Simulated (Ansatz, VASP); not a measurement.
**BN in VASP and in Ansatz**

```
B N
1.0
     0.00000    1.84020    1.81300
     1.84020    0.00000    1.81300
     1.84020    1.84020    0.00000
B N
1 1
Direct
  0.00000 0.00000 0.00000
  0.75000 0.75000 0.75000
```

Change from the starting cell: strain +0.015 along x and y, +0.000 along z, atoms carried along.

Alike in both runs: task single point; functional r2SCAN; k mesh 12 × 12 × 12; occupations gaussian, width 0.05 eV; no spin polarisation.

```csv
,VASP,Ansatz
version,VASP 6.6.1,Ansatz 0.2.0
potentials or method,"VASP PAW PBE potentials, release 64 (B, N), cutoff 520 eV","scalar-relativistic, plane waves, PAW"
valence electrons in the cell,8,8
```

```csv
,VASP,Ansatz,Ansatz less VASP
gap on the k mesh at the Fermi level (eV),4.67,4.68,+0.018
least direct gap on the mesh (eV),9.17,9.21,+0.034
pressure (GPa),-14.7,-15.7,-0.95
"traceless stress, the component that is largest in VASP (GPa)",6.02,6.03,+0.016
```

VASP's potentials were made for PBE, not for r2SCAN.
